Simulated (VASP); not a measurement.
Runs of VASP 6.6.1 on Ga2GeTeSe. The structure is that of space group P4mm (No. 99), or close to it. The cells are those of the table. 

```csv
task,cell,k mesh,cutoff (eV),gap on the mesh (eV),pressure (GPa),largest force (eV/Å)
single point,"a = 3.797, b = 3.797, c = 8.544 Å, 5 atoms",10 × 10 × 6,520,none,0.0,(a)
relaxation of cell and atoms,"relaxed from a = 4.026, b = 4.026, c = 8.247 Å, 5 atoms",4 × 4 × 2,600,none,0.0,0.04
single point,"a = 3.927, b = 3.927, c = 8.101 Å, 5 atoms",4 × 4 × 2,520,none,0.1,0.02
single point,"a = 4.026, b = 4.026, c = 8.247 Å, 5 atoms",4 × 4 × 2,520,none,26.4,(b)
```

Alike in all rows: level PBE; potentials or basis VASP PAW PBE potentials, release 64 (Ga_d, Ge_d, Te, Se); no spin polarisation; smearing gaussian 0.1 eV.

Question: Fill in the values left out.

Answer: (a) 0.01; (b) 24.06.

Caveats: some runs use coarse meshes; spin-orbit coupling is left out, which moves the levels of the heavy elements; forces of over 1 eV/Å act on the atoms, so gaps and moduli don't describe the material at rest (some runs).

A k mesh can miss the band edges, and the runs leave out spin-orbit coupling on Ga, Ge, Se, Te.

A gap of «none» marks levels without a gap at the run's occupations.
